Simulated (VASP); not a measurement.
Set up this calculation in VASP 6.6.1, as the native input.

```yaml
Task: single point
Functional: PBE
Potentials_or_basis: VASP PAW PBE potentials, release 64 (Li_sv, Sb, P)
Cutoff: 520 eV
k_mesh: 9 × 9 × 8
Occupations: gaussian, width 0.1 eV
Spin: no spin polarisation
Dipole_correction: no
Further_INCAR_settings: ALGO = Normal; EDIFF = 1e-06; NBANDS = 20
```

The structure of LiSb2P2 lies in POSCAR:

```
LiSb2P2
1.0
    4.8486179056      0.0000000000      0.0000000000
   -2.4243089528      4.1990262795      0.0000000000
    0.0000000000      0.0000000000      5.6468699367
Li Sb P
1 2 2
Direct
    0.0000000000      0.0000000000      0.0000000000
    0.3333333333      0.6666666667      0.2586800370
    0.6666666667      0.3333333333      0.7413199630
    0.3333333333      0.6666666667      0.7655007087
    0.6666666667      0.3333333333      0.2344992913
```

The cell was generated, and may not be a known phase.

These files were run (other wordings do the same):

INCAR

```
SYSTEM = LiSb2P2
PREC     = Accurate       ! precision mode
ENCUT    = 520            ! plane-wave cutoff, eV
EDIFF    = 1E-6           ! SCF threshold, eV
ISMEAR   = 0              ! smearing method
SIGMA    = 0.1            ! smearing width, eV
LREAL    = .FALSE.        ! projectors in reciprocal space
LASPH    = .TRUE.         ! aspherical terms in the spheres
NELM     = 100            ! most SCF steps
ALGO     = Normal         ! electronic algorithm
ISIF     = 2              ! what is computed and relaxed
LWAVE    = .FALSE.        ! write WAVECAR
LCHARG   = .FALSE.        ! write CHGCAR
GGA      = PE             ! functional
NBANDS   = 20             ! bands
```

KPOINTS

```
regular mesh
0
G
  9 9 8
  0 0 0
```

Potentials or basis: VASP PAW PBE potentials, release 64 (Li_sv, Sb, P).

Launch:

```bash
$ cat potpaw_PBE.64/Li_sv/POTCAR potpaw_PBE.64/Sb/POTCAR potpaw_PBE.64/P/POTCAR > POTCAR
$ mpirun -np 1 vasp_std > vasp.out
```

Results of the run:

- Largest force: 0.005 eV/Å
- Band gap on the k mesh: zero (an odd number of electrons rules out a gap without spin polarisation)

Caveat: spin-orbit coupling is left out, which moves the levels of the heavy elements; an odd number of electrons without spin polarisation forces a metal; a magnetic or distorted state may lie lower.

It took 2 min on 1 thread of Intel(R) Xeon(R) 6975P-C (Granite Rapids) (shared host), peak memory 0.32 GiB.
